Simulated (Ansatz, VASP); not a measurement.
## One calculation of HRh6, two programs

File INCAR:

```
  PREC = Accurate
  ENCUT = 520
  EDIFF = 1E-7
  ISMEAR = 0
  SIGMA = 0.1
  LREAL = F
  LASPH = T
  NELM = 80
  ALGO = Normal
  ISIF = 2
  LWAVE = F
  LCHARG = T
  LDIPOL = T
  IDIPOL = 3
  DIPOL = 0.5 0.5 0.289
  GGA = PE
  LELF = T
  LVHAR = T
  LVACPOTAV = T
  NBANDS = 104
```

Contents of KPOINTS:

```
regular mesh
0
Gamma
  5 5 1
```

POSCAR

```
HRh6
1.0
    5.4163401145      0.0000000000      0.0000000000
    0.0000000000      5.4163401145      0.0000000000
    0.0000000000      0.0000000000     21.6737367085
Rh H
12 2
Direct
    0.2500000000      0.2500000000      0.1845551625
    0.2500000000      0.7500000000      0.1845551625
    0.7500000000      0.2500000000      0.1845551625
    0.7500000000      0.7500000000      0.1845551625
    0.0000000000      0.0000000000      0.2693761947
    0.0000000000      0.5000000000      0.2693761947
    0.5000000000      0.0000000000      0.2693761947
    0.5000000000      0.5000000000      0.2693761947
    0.2500000000      0.2500000000      0.3540569313
    0.2500000000      0.7500000000      0.3540569313
    0.7500000000      0.2500000000      0.3540569313
    0.7500000000      0.7500000000      0.3540569313
    0.3909780428      0.5000000000      0.4043482131
    0.6090219572      0.5000000000      0.4043482131
```

Input for Ansatz:

```yaml
crystal:
  lattice:
    - [5.4163401145, 0.0, 0.0]
    - [0.0, 5.4163401145, 0.0]
    - [0.0, 0.0, 21.6737367085]
  atoms:
    - { symbol: Rh, position: [0.25, 0.25, 0.1845551625] }
    - { symbol: Rh, position: [0.25, 0.75, 0.1845551625] }
    - { symbol: Rh, position: [0.75, 0.25, 0.1845551625] }
    - { symbol: Rh, position: [0.75, 0.75, 0.1845551625] }
    - { symbol: Rh, position: [0.0, 0.0, 0.2693761947] }
    - { symbol: Rh, position: [0.0, 0.5, 0.2693761947] }
    - { symbol: Rh, position: [0.5, 0.0, 0.2693761947] }
    - { symbol: Rh, position: [0.5, 0.5, 0.2693761947] }
    - { symbol: Rh, position: [0.25, 0.25, 0.3540569313] }
    - { symbol: Rh, position: [0.25, 0.75, 0.3540569313] }
    - { symbol: Rh, position: [0.75, 0.25, 0.3540569313] }
    - { symbol: Rh, position: [0.75, 0.75, 0.3540569313] }
    - { symbol: H, position: [0.3909780428, 0.5, 0.4043482131] }
    - { symbol: H, position: [0.6090219572, 0.5, 0.4043482131] }
basis:
  ecutwfc: 420
kpoints:
  mp_grid: { grid: [5, 5, 1] }
hamiltonian:
  xc: pbe
scf:
  occupations: { method: gaussian, width: 0.1 }
output:
  forces: true
  eigenvalues: true
efield:
  axis: 3
  dipole_correction: true
  ramp_width: 0.04
```

Alike in both runs: task single point; functional PBE; k mesh 5 × 5 × 1; occupations gaussian, width 0.1 eV; no spin polarisation.

|  | VASP | Ansatz |
| --- | --- | --- |
| version | VASP 6.6.1 | Ansatz 0.2.0 |
| potentials or method | VASP PAW PBE potentials, release 64 (Rh_pv, H), cutoff 520 eV | scalar-relativistic, plane waves, PAW |
| valence electrons in the cell | 182 | 206 |

```csv
,VASP,Ansatz,Ansatz less VASP
gap on the k mesh at the Fermi level (eV),none,none,-
rms of the force components (eV/Å),0.222,0.222,+0.0006
"work function, face that differs most (eV)",5.09,5.09,+0.001
```

Atom by atom the forces differ by 0.002 eV/Å (rms over components). A gap of «none» marks a metal or a gap that the smearing closes. With one functional, cell and mesh, what is left measures potentials, basis and numerics. VASP's potentials hold 182 valence electrons a cell and Ansatz's 206, so a difference there can come from the potentials and not from the codes.
